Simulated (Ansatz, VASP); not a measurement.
**Two plane-wave programs on Ir**

```
CELL_PARAMETERS angstrom
-0.10480 1.90540 1.90540
1.80061 0.00000 1.80061
1.90540 1.90540 -0.10480
ATOMIC_POSITIONS crystal
Ir 0.00000 0.00000 0.00000
```

Change from the starting cell: engineering shear strain xz -0.1100, engineering shear strain yz +0.0000.

Alike in both runs: task single point; functional LDA; k mesh 20 × 20 × 20; occupations gaussian, width 0.15 eV; no spin polarisation.

|  | VASP | Ansatz |
| --- | --- | --- |
| version | VASP 6.6.1 | Ansatz 0.2.0 |
| potentials or method | VASP PAW LDA potentials, release 64 (Ir_sv_GW), cutoff 560 eV | scalar-relativistic, plane waves, PAW |
| valence electrons in the cell | 17 | 17 |

|  | VASP | Ansatz | Ansatz less VASP |
| --- | --- | --- | --- |
| gap on the k mesh at the Fermi level (eV) | none | none | - |
| pressure (GPa) | 6.3 | 6.7 | +0.34 |
| traceless stress, the component that is largest in VASP (GPa) | 32.71 | 32.60 | -0.114 |

LDA's correlation is that of Perdew and Zunger in VASP and of Perdew and Wang (1992) in Ansatz. A gap of «none» marks a metal or a gap that the smearing closes.

Spin-orbit coupling is off throughout.
